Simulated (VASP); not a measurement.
A run of VASP 6.6.1:

INCAR

```
ALGO = Normal
EDIFF = 1E-6
ENCUT = 520
GGA = PE
ISIF = 2
ISMEAR = 0
LASPH = True
LCHARG = False
LREAL = False
LWAVE = False
NBANDS = 15
NELM = 60
PREC = Accurate
SIGMA = 0.05
```

Contents of KPOINTS:

```
k-points
0
Gamma
  8 8 8
```

POSCAR

```
SrO
1.0
    0.0000000000      2.5698000000      2.5698000000
    2.5698000000      0.0000000000      2.5698000000
    2.5698000000      2.5698000000      0.0000000000
Sr O
1 1
Direct
   -0.0561668485     -0.0561668485     -0.0561668485
    0.5000000000      0.5000000000      0.5000000000
```

Potentials or basis: VASP PAW PBE potentials, release 64 (Sr_sv, O).

The run is started by

```bash
$ cat potpaw_PBE.64/Sr_sv/POTCAR potpaw_PBE.64/O/POTCAR > POTCAR
$ mpirun -np 1 vasp_std > vasp.out
```

Hardware: 1 thread of Intel Xeon 6975P-C, on a shared host.

Task: How long does it take, and how much memory?

Result: It took 14 s on 1 thread of Intel Xeon 6975P-C, with other jobs on the host, peak memory 0.18 GiB. Counts: scf iterations 13, k points 65.
